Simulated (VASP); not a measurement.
KCaIn2: single point with PBEsol

KCaIn2:

```
CELL_PARAMETERS angstrom
4.79987 0.00000 0.00000
2.39994 -5.65236 0.00000
0.00000 0.00000 -7.99039
ATOMIC_POSITIONS crystal
In 0.36418 0.27164 0.94871
In 0.63582 0.72836 0.44871
In 0.63582 0.72836 0.05129
In 0.36418 0.27164 0.55129
K 0.78843 0.42314 0.75000
K 0.21157 0.57686 0.25000
Ca 0.07451 0.85098 0.75000
Ca 0.92549 0.14902 0.25000
```

* Program: VASP 6.6.1
* Task: single point
* Functional: PBEsol
* Potentials or basis: VASP PAW PBE potentials, release 64 (In_d, K_sv, Ca_sv)
* Cutoff: 520 eV
* k mesh: 4 × 4 × 3
* Occupations: fermi-dirac, width 0.0401 eV
* Spin: no spin polarisation

```
Pressure               : 5.9 GPa
Largest force          : 1.046 eV/Å
Band gap on the k mesh : zero (bands 45 and 46 overlap by 1.23 eV)
```

Forces in eV/Å, atoms in the order of the input:
```
In   0.000  1.045 -0.044
In   0.000 -1.045 -0.044
In   0.000 -1.045  0.044
In   0.000  1.045  0.044
K    0.000  0.136  0.000
K    0.000 -0.136  0.000
Ca   0.000  0.140  0.000
Ca   0.000 -0.140  0.000
```

Stress tensor (GPa, compression positive):
```
8.52 0.00 0.00
0.00 2.46 0.00
0.00 0.00 6.78
```

Levels at points of the mesh, in eV from the Fermi level:
```csv
k point,band 40,band 41,band 42,band 43,band 44,band 45,band 46,band 47,band 48,band 49
"(0.00, 0.00, 0.00)",-2.44,-2.17,-2.08,-0.87,-0.39,0.42,0.52,0.57,0.70,0.78
"(0.50, 0.00, 0.00)",-3.65,-2.63,-2.02,-1.09,-0.87,-0.86,-0.80,0.95,1.00,1.53
"(0.00, 0.50, 0.00)",-4.40,-2.44,-2.18,-0.59,0.00,0.26,0.63,1.00,1.82,1.87
```

Run time: 110 s on 1 thread of Intel(R) Xeon(R) 6975P-C (Granite Rapids), on a shared host, peak memory 0.39 GiB.

Caveat: the stress differs along the axes, from 2 to 9 GPa; the PAW data sets were made with another functional, which shifts forces and pressure a little; spin-orbit coupling is left out, which moves the levels of the heavy elements.
